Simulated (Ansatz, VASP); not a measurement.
## Two plane-wave programs on TaN

The input INCAR:

```
PREC = Accurate ; ENCUT = 700
EDIFF = 1E-6 ; ISMEAR = 0
SIGMA = 0.15 ; LREAL = False
LASPH = True ; NELM = 120
ALGO = Normal ; ISIF = 2
LWAVE = False ; LCHARG = False
NBANDS = 16 ; GGA_COMPAT = False
```

KPOINTS

```
regular mesh
0
Gamma
  18 18 16
```

Contents of POSCAR:

```
TaN
1.0
    2.9379988584      0.0000000000      0.0000000000
   -1.4689994292      2.5443816477      0.0000000000
    0.0000000000      0.0000000000      2.8830000000
Ta N
1 1
Direct
    0.3333333333      0.6666666667      0.5000000000
    0.0000000000      0.0000000000      0.0260145682
```

Input for Ansatz:

```yaml
crystal:
  lattice:
    - [2.9379988584, 0.0, 0.0]
    - [-1.4689994292, 2.5443816477, 0.0]
    - [0.0, 0.0, 2.883]
  atoms:
    - { symbol: Ta, position: [0.3333333333, 0.6666666667, 0.5] }
    - { symbol: "N", position: [0.0, 0.0, 0.0260145682] }
basis:
  ecutwfc: 420
kpoints:
  mp_grid: { grid: [18, 18, 16] }
hamiltonian:
  xc: lda
scf:
  occupations: { method: gaussian, width: 0.15 }
output:
  forces: true
  stress: true
  eigenvalues: true
```

Change from the starting cell: all N atoms moved +0.075 Å, as atom 2 along Cartesian [0 0 1].

Alike in both runs: task single point; functional LDA; k mesh 18 × 18 × 16; occupations gaussian, width 0.15 eV; no spin polarisation.

```csv
,VASP,Ansatz
version,VASP 6.6.1,Ansatz 0.2.0
potentials or method,"VASP PAW LDA potentials, release 64 (Ta_sv_GW, N), cutoff 700 eV","scalar-relativistic, plane waves, PAW"
valence electrons in the cell,18,18
```

|  | VASP | Ansatz | Ansatz less VASP |
| --- | --- | --- | --- |
| gap on the k mesh at the Fermi level (eV) | none | none | - |
| pressure (GPa) | -9.4 | -10.4 | -1.01 |
| traceless stress, the component that is largest in VASP (GPa) | -0.61 | -0.67 | -0.065 |
| rms of the force components (eV/Å) | 0.590 | 0.581 | -0.0088 |

LDA's correlation is that of Perdew and Zunger in VASP and of Perdew and Wang (1992) in Ansatz. Atom by atom the forces differ by 0.009 eV/Å (rms over components). A gap of «none» marks a metal or a gap that the smearing closes.

Neither program's run includes spin-orbit coupling.
